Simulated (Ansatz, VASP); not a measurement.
## One calculation of Ga, two programs

Contents of INCAR:

```
SYSTEM = Ga
  PREC = Accurate
  ENCUT = 520
  EDIFF = 1E-8
  ISMEAR = -1
  SIGMA = 0.05
  LREAL = .FALSE.
  LASPH = .TRUE.
  NELM = 100
  ALGO = Normal
  ISIF = 2
  LWAVE = .FALSE.
  LCHARG = .FALSE.
  GGA = PE
  LEFG = .TRUE.
  NBANDS = 20
```

Contents of KPOINTS:

```
Automatic mesh
0
G
  18 18 10
  0 0 0
```

The input POSCAR:

```
Ga
1.0
    2.9500881197      0.0000000000      0.0000000000
   -1.4750440598      2.5548512550      0.0000000000
    0.0000000000      0.0000000000      4.7676065732
Ga
2
Direct
    0.3333333333      0.6666666667      0.2500000000
    0.6666666667      0.3333333333      0.7500000000
```

Input for Ansatz:

```yaml
crystal:
  lattice:
    - [2.9500881197, 0.0, 0.0]
    - [-1.4750440598, 2.554851255, 0.0]
    - [0.0, 0.0, 4.7676065732]
  atoms:
    - { symbol: Ga, position: [0.3333333333, 0.6666666667, 0.25] }
    - { symbol: Ga, position: [0.6666666667, 0.3333333333, 0.75] }
kpoints:
  mp_grid: { grid: [18, 18, 10] }
scf:
  occupations: { method: fermi_dirac, width: 0.05 }
hamiltonian:
  xc: pbe
  pseudopotentials: { kind: all_electron, datasets: crystal }
output:
  forces: true
  stress: true
  eigenvalues: true
  efg: { contact_densities: true }
```

Change from the starting cell: volume scaled by 0.9405, crystal datasets.

Alike in both runs: task electric field gradients; functional PBE; k mesh 18 × 18 × 10; occupations fermi-dirac, width 0.05 eV; no spin polarisation.

|  | VASP | Ansatz |
| --- | --- | --- |
| version | VASP 6.6.1 | Ansatz 0.2.0 |
| potentials or method | VASP PAW PBE potentials, release 64 (Ga_d), cutoff 520 eV | all-electron PAW with datasets made for the crystal, scalar-relativistic |

|  | VASP | Ansatz | Ansatz less VASP |
| --- | --- | --- | --- |
| pressure (GPa) | 3.4 | 3.3 | -0.08 |
| size of Vzz on the site where it differs most (V/Å²) | 2.1 | 2.2 | +0.13 |

Ansatz ran all-electron here, and VASP with PAW potentials. Ansatz's warnings: printed levels off.
